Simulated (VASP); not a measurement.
A run of VASP 6.6.1 is set up as follows.

INCAR

```
PREC = Accurate ; ENCUT = 520
EDIFF = 1E-6 ; ISMEAR = 0
SIGMA = 0.1 ; LREAL = False
LASPH = True ; NELM = 80
ALGO = Normal ; ISIF = 2
LWAVE = False ; LCHARG = False
GGA = PE ; NBANDS = 34
```

The input KPOINTS:

```
regular mesh
0
Gamma
  6 6 2
```

File POSCAR:

```
Y3Mg2I2
1.0
    5.0514800000      0.0000000000      0.0000000000
   -2.5257400000      4.3747100100      0.0000000000
    0.0000000000      0.0000000000     10.5460586800
Y Mg I
3 2 2
Direct
    0.0000000000      0.0000000000      0.3598490600
    0.0000000000      0.0000000000      0.6401509400
    0.0000000000      0.0000000000      0.0000000000
    0.3333333300      0.6666666700      0.5000000000
    0.6666666700      0.3333333300      0.5000000000
    0.3333333300      0.6666666700      0.0000000000
    0.6666666700      0.3333333300      0.0000000000
```

Potentials or basis: VASP PAW PBE potentials, release 64 (Y_sv, Mg, I).

Command:

```sh
$ cat potpaw_PBE.64/Y_sv/POTCAR potpaw_PBE.64/Mg/POTCAR potpaw_PBE.64/I/POTCAR > POTCAR
$ mpirun -np 1 vasp_std > vasp.out
```

Predict the largest force.

1.268 eV/Å.

Predict the pressure.

10.1 GPa.

Stress tensor (GPa, compression positive):
```
14.37  0.00  0.00
 0.00 14.37  0.00
 0.00  0.00  1.67
```

Caveat: an odd number of electrons without spin polarisation forces a metal; a magnetic or distorted state may lie lower.
